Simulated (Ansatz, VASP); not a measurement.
Two plane-wave programs on Si5PdW2

```
Si Pd W
1.0
     3.24556    0.00065   -0.00138
     0.00072    3.24297    0.00119
    -0.00551    0.00389   10.74537
Si Pd W
5 1 2
Direct
  0.50008 0.49888 0.86871
  0.49972 0.50082 0.13146
  0.49990 0.49949 0.62093
  0.00035 0.99931 0.49994
  0.50016 0.50032 0.37893
  0.99945 0.00126 0.00006
  0.00018 0.99908 0.73109
  0.00016 0.00084 0.26887
```

Change from the starting cell: cell x1, atoms moved at random (sigma 0.05 Å) and cell strained at random (1.5 %), then relaxed without symmetry.

Alike in both runs: functional PBE; k mesh 6 × 6 × 2; occupations gaussian, width 0.2 eV; no spin polarisation.

Ansatz relaxed the structure, and its values are those at the end. VASP's run is a single point on that final structure, the one shown.

|  | VASP | Ansatz |
| --- | --- | --- |
| version | VASP 6.6.1 | Ansatz 0.2.0 |
| potentials or method | VASP PAW PBE potentials, release 64 (Si, Pd, W_sv), cutoff 500 eV | scalar-relativistic, plane waves, PAW |
| valence electrons in the cell | 58 | 66 |

Ansatz gave:

```
gap on the k mesh at the Fermi level (eV) : none
pressure (GPa)                            : 0.0
rms of the force components (eV/Å)        : 0.006
```

Task: Which values does VASP return?

Result: gap on the k mesh at the Fermi level (eV): none; pressure (GPa): 0.1; rms of the force components (eV/Å): 0.010.

A gap of «none» marks a metal or a gap that the smearing closes. VASP's potentials hold 58 valence electrons a cell and Ansatz's 66, so a difference there can come from the potentials and not from the codes.

Neither program's run includes spin-orbit coupling.
